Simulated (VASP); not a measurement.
Input of a VASP 6.6.1 run:

Contents of INCAR:

```
ALGO = Normal
EDIFF = 1E-7
ENCUT = 520
GGA = PS
ISIF = 2
ISMEAR = -1
ISPIN = 2
LASPH = True
LCHARG = False
LDAU = True
LDAUJ = 0 0
LDAUL = 2 -1
LDAUPRINT = 1
LDAUTYPE = 2
LDAUU = 6 0
LMAXMIX = 4
LORBIT = 11
LREAL = False
LWAVE = False
MAGMOM = 4 4 0 0 0 0
NBANDS = 38
NELM = 150
PREC = Accurate
SIGMA = 0.02
```

The input KPOINTS:

```
k-points
0
Gamma
  9 7 5
```

Contents of POSCAR:

```
MnO2
1.0
    2.9041580000      0.0000000000      0.0000000000
    0.0000000000      3.8448100000      0.0000000000
    0.0000000000      0.0000000000      6.1642640000
Mn O
2 4
Direct
    0.5000000000      0.5000000000      0.3433015000
    0.0000000000      0.0000000000      0.6566985000
    0.5000000000      0.0000000000      0.8375675000
    0.0000000000      0.5000000000      0.1624325000
    0.5000000000      0.0000000000      0.4217995000
    0.0000000000      0.5000000000      0.5782005000
```

Potentials or basis: VASP PAW PBE potentials, release 64 (Mn_pv, O).

Launch:

```sh
$ cat potpaw_PBE.64/Mn_pv/POTCAR potpaw_PBE.64/O/POTCAR > POTCAR
$ mpirun -np 1 vasp_std > vasp.out
```

Predict the largest force.

0.335 eV/Å.

Estimate the net moment.

6.00 μB per cell.

Eigenvalues of the final occupation matrices:
```csv
site,spin,trace,eigenvalues
site 1 d,1,4.21,0.64 0.71 0.95 0.96 0.96
site 1 d,2,0.67,0.06 0.07 0.07 0.20 0.26
site 2 d,1,4.21,0.64 0.71 0.95 0.96 0.96
site 2 d,2,0.67,0.06 0.07 0.07 0.20 0.26
```

Caveat: the PAW data sets were made with another functional, which shifts forces and pressure a little; only a ferromagnetic start was run, and an antiferromagnetic order may lie lower in energy. The state reached can hang on the start; a lower one may exist.
